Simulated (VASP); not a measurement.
# WC (P4/mmm) in VASP: notebook

The runs below take WC through single point, with PBE.

All numbers are computed with VASP 6.6.1; they aren't measurements. Logs are shortened: lines on timing, memory, paths and dates and some standing lists are left out, and cuts for length are marked.

## Step 1: The cell of the first run

The structure is tetragonal, space group P4/mmm (No. 123). The conventional cell has a = 2.720 Å, b = 2.720 Å, c = 2.744 Å, α = 90.00°, β = 90.00°, γ = 90.00°. Within 3.1 Å of W (site symmetry 4/mmm) lie 8 C at 2.36 Å and 6 W at 2.72 to 2.74 Å. C (site symmetry 4/mmm) has 8 W at 2.36 Å and 6 C at 2.72 to 2.74 Å within 3.1 Å.

## Step 2: Single point, PBE

Contents of INCAR:

```
SYSTEM = WC
  PREC = Accurate
  ENCUT = 520
  EDIFF = 1E-6
  ISMEAR = 0
  SIGMA = 0.1
  LREAL = .FALSE.
  LASPH = .TRUE.
  NELM = 80
  ALGO = Normal
  ISIF = 2
  LWAVE = .FALSE.
  LCHARG = .TRUE.
  GGA = PE
  LELF = .TRUE.
  LVHAR = .TRUE.
  NBANDS = 16
```

Contents of KPOINTS:

```
regular mesh
0
G
  6 6 4
  0 0 0
```

Contents of POSCAR:

```
WC
1.0
    2.7198796057      0.0000000000      0.0000000000
    0.0000000000      2.7198796057      0.0000000000
    0.0000000000      0.0000000000      2.7437635180
W C
1 1
Direct
    0.0000000000      0.0000000000      0.0000000000
    0.5000000000      0.5000000000      0.5000000000
```

Potentials or basis: VASP PAW PBE potentials, release 64 (W_sv, C).

The run is started by

```
> cat potpaw_PBE.64/W_sv/POTCAR potpaw_PBE.64/C/POTCAR > POTCAR
> mpirun -np 1 vasp_std > vasp.out
```

OUTCAR:

```text
SYSTEM = WC
   PREC = Accurate
   ENCUT = 520
   EDIFF = 1E-6
   ISMEAR = 0
   LREAL = .FALSE.
   LASPH = .TRUE.
   NELM = 80
   ISIF = 2
   GGA = PE

 ion  position               nearest neighbor table
   1  0.000  0.000  0.000-   2 2.36   2 2.36   2 2.36   2 2.36   2 2.36   2 2.36   2 2.36   2 2.36

   2  0.500  0.500  0.500-   1 2.36   1 2.36   1 2.36   1 2.36   1 2.36   1 2.36   1 2.36   1 2.36

  LATTYP: Found a simple tetragonal cell.
 ALAT       =     2.7198796057
 C/A-ratio  =     1.0087812388

  Lattice vectors:

 A1 = (   2.7198796057,   0.0000000000,   0.0000000000)
 A2 = (   0.0000000000,   2.7198796057,   0.0000000000)
 A3 = (   0.0000000000,   0.0000000000,   2.7437635180)

Analysis of symmetry for initial positions (statically):
=====================================================================
 Subroutine PRICEL returns:
 Original cell was already a primitive cell.

 Routine SETGRP: Setting up the symmetry group for a
 simple tetragonal supercell.

 Subroutine GETGRP returns: Found 16 space group operations
 (whereof 16 operations were pure point group operations)
 out of a pool of 16 trial point group operations.

The static configuration has the point symmetry D_4h.

Analysis of symmetry for dynamics (positions and initial velocities):
=====================================================================
 Subroutine PRICEL returns:
 Original cell was already a primitive cell.

 Routine SETGRP: Setting up the symmetry group for a
 simple tetragonal supercell.

 Subroutine GETGRP returns: Found 16 space group operations
 (whereof 16 operations were pure point group operations)
 out of a pool of 16 trial point group operations.

The dynamic configuration has the point symmetry D_4h.

 Subroutine INISYM returns: Found 16 space group operations
 (whereof 16 operations are pure point group operations),
 and found     1 'primitive' translations

----------------------------------------------------------------------------------------

                                     Primitive cell

  volume of cell :      20.2977

  direct lattice vectors                    reciprocal lattice vectors
     2.719879606  0.000000000  0.000000000     0.367663333  0.000000000  0.000000000
     0.000000000  2.719879606  0.000000000     0.000000000  0.367663333  0.000000000
     0.000000000  0.000000000  2.743763518     0.000000000  0.000000000  0.364462897

  length of vectors
     2.719879606  2.719879606  2.743763518     0.367663333  0.367663333  0.364462897

  position of ions in fractional coordinates (direct lattice)
     0.000000000  0.000000000  0.000000000
     0.500000000  0.500000000  0.500000000

  ion indices of the primitive-cell ions
   primitive index   ion index
                 1           1
                 2           2

----------------------------------------------------------------------------------------

 KPOINTS: regular mesh

Automatic generation of k-mesh.
 Grid dimensions read from file:
 generate k-points for:    6    6    4

 Generating k-lattice:

  Cartesian coordinates                     Fractional coordinates (reciprocal lattice)
     0.061277222  0.000000000  0.000000000     0.166666667  0.000000000  0.000000000
     0.000000000  0.061277222  0.000000000     0.000000000  0.166666667  0.000000000
     0.000000000  0.000000000  0.091115724     0.000000000  0.000000000  0.250000000

  Length of vectors
     0.061277222  0.061277222  0.091115724

  Shift w.r.t. Gamma in fractional coordinates (k-lattice)
     0.000000000  0.000000000  0.000000000

 Subroutine IBZKPT returns following result:
 ===========================================

 Found     30 irreducible k-points:

 Following reciprocal coordinates:
            Coordinates               Weight
  0.000000  0.000000  0.000000      1.000000
  0.166667  0.000000  0.000000      4.000000
  0.333333  0.000000  0.000000      4.000000
  0.500000  0.000000  0.000000      2.000000
  0.166667  0.166667  0.000000      4.000000
  0.333333  0.166667  0.000000      8.000000
[... 16 lines left out ...]
  0.333333  0.000000  0.500000      4.000000
  0.500000  0.000000  0.500000      2.000000
 [... further k-points ...]
   k-points           NKPTS =     30   k-points in BZ     NKDIM =     30   number of bands    NBANDS=     16
   number of dos      NEDOS =    301   number of ions     NIONS =      2
   total plane-waves  NPLWV =   8000
   dimension x,y,z NGX =    20 NGY =   20 NGZ =   20
   dimension x,y,z NGXF=    40 NGYF=   40 NGZF=   40
   ions per type =               1   1
   NGX,Y,Z   is equivalent  to a cutoff of  12.22, 12.22, 12.12 a.u.
   NGXF,Y,Z  is equivalent  to a cutoff of  24.45, 24.45, 24.24 a.u.
 SYSTEM =  WC
   PREC   = accura    normal or accurate (medium, high low for compatibility)
   ISTART =      0    job   : 0-new  1-cont  2-samecut
   ICHARG =      2    charge: 1-file 2-atom 10-const
   ISPIN  =      1    spin polarized calculation?
   LNONCOLLINEAR =      F non collinear calculations
   LSORBIT =      F    spin-orbit coupling
   LASPH  =      T    aspherical Exc in radial PAW
   ENCUT  =  520.0 eV  38.22 Ry    6.18 a.u.   5.06  5.06  5.10*2*pi/ulx,y,z
   NELM   =     80;   NELMIN=  2; NELMDL= -5     # of ELM steps
   EDIFF  = 0.1E-05   stopping-criterion for ELM
   LREAL  =      F    real-space projection
   EDIFFG = 0.1E-04   stopping-criterion for IOM
   NSW    =      0    number of steps for IOM
   IBRION =     -1    ionic relax: 0-MD 1-quasi-New 2-CG
   NFREE  =      0    steps in history (QN), initial steepest desc. (CG)
   ISIF   =      2    stress and relaxation
   ISYM   =      2    0-nonsym 1-usesym 2-fastsym
   POTIM  = 0.5000    time-step for ionic-motion
   TEBEG  =    0.0;   TEEND  =   0.0 temperature during run
   PSTRESS=    0.0 pullay stress
   NELECT =      18.0000    total number of electrons
   NUPDOWN=      -1.0000    fix difference up-down
   EMIN   =  10.00;   EMAX   =-10.00  energy-range for DOS
   EFERMI =   0.00;   METHOD = LEGACY
   ISMEAR =     0;   SIGMA  =   0.10  broadening in eV -4-tet -1-fermi 0-gaus
   EFERMI_NEDOS =   21; number of points for ismear=-14 and -15
   IALGO  =     38    algorithm
   IMIX   =      4    mixing-type and parameters
     AMIX     =   0.40;   BMIX     =  1.00
     AMIX_MAG =   1.60;   BMIX_MAG =  1.00
  volume/ion in A,a.u.               =      10.15        68.49
  Fermi-wavevector in a.u.,A,eV,Ry     =   1.572837  2.972231 33.658303  2.473815
  Thomas-Fermi vector in A             =   2.674211
   LORBIT       =      0    0 simple, 1 ext, 2 COOP (PROOUT), +10 PAW based schemes
   GGA     = PE    functional components
   LHFCALC =     F    Hartree Fock is set to
   AEXX    =    0.0000 exact exchange contribution
   IVDW    =     0    specifies the selected vdW correction
   LEPSILON=     F    determine dielectric tensor
   LRPA    =     F    only Hartree local field effects (RPA)
 non-spin polarized calculation
 Gauss-broadening in eV      SIGMA  =   0.10
  energy-cutoff  :      520.00
  volume of cell :       20.30
 maximum number of plane-waves:       555
   NGX = 11   NGY = 11   NGZ = 11

 number of electron      18.0000007 magnetization

 Free energy of the ion-electron system (eV)
  ---------------------------------------------------
  ext. energy  EPLUGINS =         0.00000000
  ---------------------------------------------------
  free energy    TOTEN  =       -20.61213678 eV

  energy without entropy =      -20.61020834  energy(sigma->0) =      -20.61117256

 E-fermi :  12.1849     XC(G=0): -14.0184

 val. band max:       11.9891377679   @ k =   0.1667   0.0000   0.0000
 cond. band min:      12.1911757262   @ k =   0.5000   0.5000   0.0000
 fundamental gap:      0.2020379582
 Fermi energy:        12.1848803707

 k-point     1 :       0.0000    0.0000    0.0000
  band No.  band energies     occupation
      1     -62.5363      2.00000
      2     -26.3683      2.00000
      3     -26.3683      2.00000
      4     -26.2769      2.00000
      5      -3.0641      2.00000
      6       7.0926      2.00000
[... 8 lines left out ...]
     15      29.8487      0.00000
     16      29.9249      0.00000

 k-point     2 :       0.1667    0.0000    0.0000
  band No.  band energies     occupation
      1     -62.5196      2.00000
      2     -26.6368      2.00000
      3     -26.3440      2.00000
      4     -26.2521      2.00000
      5      -2.4045      2.00000
      6       7.0172      2.00000
[... 8 lines left out ...]
     15      26.5960      0.00000
     16      30.8258      0.00000

 k-point     3 :       0.3333    0.0000    0.0000
  band No.  band energies     occupation
      1     -62.4859      2.00000
      2     -27.1459      2.00000
      3     -26.2950      2.00000
      4     -26.2022      2.00000
      5      -0.6963      2.00000
      6       5.0052      2.00000
[... 8 lines left out ...]
     15      23.2035      0.00000
     16      29.1865      0.00000

 k-point     4 :       0.5000    0.0000    0.0000
  band No.  band energies     occupation
      1     -62.4690      2.00000
      2     -27.3881      2.00000
      3     -26.2704      2.00000
      4     -26.1770      2.00000
      5       1.0312      2.00000
      6       2.9074      2.00000
[... 8 lines left out ...]
     15      23.0883      0.00000
     16      25.3322      0.00000
[... 324 lines left out ...]
 k-point    22 :       0.1667    0.0000    0.5000
  band No.  band energies     occupation
      1     -62.4602      2.00000
      2     -27.1815      2.00000
      3     -26.5318      2.00000
      4     -26.2570      2.00000
      5       0.7741      2.00000
      6       3.6269      2.00000
[... 8 lines left out ...]
     15      23.6849      0.00000
     16      24.7467      0.00000

 k-point    23 :       0.3333    0.0000    0.5000
  band No.  band energies     occupation
      1     -62.4273      2.00000
      2     -27.1031      2.00000
      3     -27.0137      2.00000
      4     -26.2128      2.00000
      5       0.3052      2.00000
      6       5.6099      2.00000
[... 8 lines left out ...]
     15      25.7564      0.00000
     16      28.9509      0.00000

 k-point    24 :       0.5000    0.0000    0.5000
  band No.  band energies     occupation
      1     -62.4108      2.00000
      2     -27.2439      2.00000
      3     -27.0633      2.00000
      4     -26.1905      2.00000
      5       0.0493      2.00000
      6       7.7853      2.00000
[... 8 lines left out ...]
     15      26.5055      0.00000
     16      26.6890      0.00000

 [... further k-points ...]

------------------------ aborting loop because EDIFF is reached ----------------------------------------

  FORCE on cell =-STRESS in cart. coord.  units (eV):
  Direction    XX          YY          ZZ          XY          YZ          ZX
  --------------------------------------------------------------------------------------
  -------------------------------------------------------------------------------------
  Total        0.1655604      0.1655604      0.1647414      0.0000000      0.0000000      0.0000000
  in kB       13.0683537     13.0683537     13.0037092      0.0000000      0.0000000      0.0000000
  external PRESSURE =      13.0468056 kB  Pullay stress =       0.0000000 kB

 VOLUME and BASIS-vectors are now :
 -----------------------------------------------------------------------------
  energy-cutoff  :      520.00
  volume of cell :       20.30
      direct lattice vectors                 reciprocal lattice vectors
     2.719879606  0.000000000  0.000000000     0.367663333  0.000000000  0.000000000
     0.000000000  2.719879606  0.000000000     0.000000000  0.367663333  0.000000000
     0.000000000  0.000000000  2.743763518     0.000000000  0.000000000  0.364462897

 POSITION                                       TOTAL-FORCE (eV/Angst)
 -----------------------------------------------------------------------------------
      0.00000      0.00000      0.00000         0.000000      0.000000      0.000000
      1.35994      1.35994      1.37188         0.000000      0.000000      0.000000
 -----------------------------------------------------------------------------------
    total drift:                               -0.000000      0.000000      0.000000

  FREE ENERGIE OF THE ION-ELECTRON SYSTEM (eV)
  ---------------------------------------------------
  free  energy   TOTEN  =       -20.6121367829 eV

  energy  without entropy=      -20.6102083353  energy(sigma->0) =      -20.61117256
```

Run time: 6.5 s. Hardware: 1 thread of Intel Xeon 6975P-C, shared host; peak memory 0.13 GiB.

What came out:

* Free energy: -20.6121 eV
* Pressure: 1.3 GPa
* Band gap on the k mesh: zero (band 9 reaches 18.11 eV, above the bottom of band 10 at 11.93 eV)

Caveat: the k points lie up to 0.57 Å⁻¹ apart; spin-orbit coupling is left out, which moves the levels of the heavy elements.

## Step 3: Single point, PBE

INCAR: that of step 2 with these lines changed.

```diff
@@ -2,3 +2,3 @@
   PREC = Accurate
-  ENCUT = 520
+  ENCUT = 910
   EDIFF = 1E-6
@@ -8,3 +8,3 @@
   LASPH = .TRUE.
-  NELM = 80
+  NELM = 120
   ALGO = Normal
@@ -17 +17,2 @@
   NBANDS = 16
+  GGA_COMPAT = .FALSE.
```

KPOINTS is that of step 2.

POSCAR is that of step 2.

Potentials or basis: VASP PAW PBE potentials, release 64 (W_sv, C_h).

The run is started by

```
> cat potpaw_PBE.64/W_sv/POTCAR potpaw_PBE.64/C_h/POTCAR > POTCAR
> mpirun -np 1 vasp_std > vasp.out
```

Run time: 12 s. Hardware: 1 thread of Intel Xeon Platinum 8559C (Emerald Rapids), shared host; peak memory 0.17 GiB.

It converged, with:

- Free energy: -20.6177 eV
- Pressure: 1.2 GPa
- Band gap on the k mesh: zero (band 9 reaches 18.45 eV, above the bottom of band 10 at 12.27 eV)

Levels at points of the mesh, in eV from the Fermi level:
| k point | band 7 | band 8 | band 9 | band 10 | band 11 | band 12 |
| --- | --- | --- | --- | --- | --- | --- |
| (0.00, 0.00, 0.00) | -4.94 | 0.01 | 0.21 | 0.21 | 2.97 | 2.97 |
| (0.50, 0.00, 0.00) | -3.84 | -3.40 | -3.22 | 3.50 | 4.66 | 6.97 |
| (0.50, 0.50, 0.00) | -4.35 | -3.81 | 0.01 | 0.01 | 1.20 | 3.25 |
| (0.00, 0.00, 0.50) | -4.03 | -3.17 | -3.17 | 3.47 | 4.50 | 7.10 |
| (0.50, 0.00, 0.50) | -4.38 | -4.11 | 0.03 | 0.23 | 1.36 | 3.48 |
| (0.50, 0.50, 0.50) | -8.13 | -8.06 | 5.92 | 5.93 | 7.74 | 7.74 |

Caveat: the k points lie up to 0.57 Å⁻¹ apart; the cutoff is under 1.25 times the usual one of these potentials, so pressure, stress and relaxed cells hold a basis-set (Pulay) error; spin-orbit coupling is left out, which moves the levels of the heavy elements.
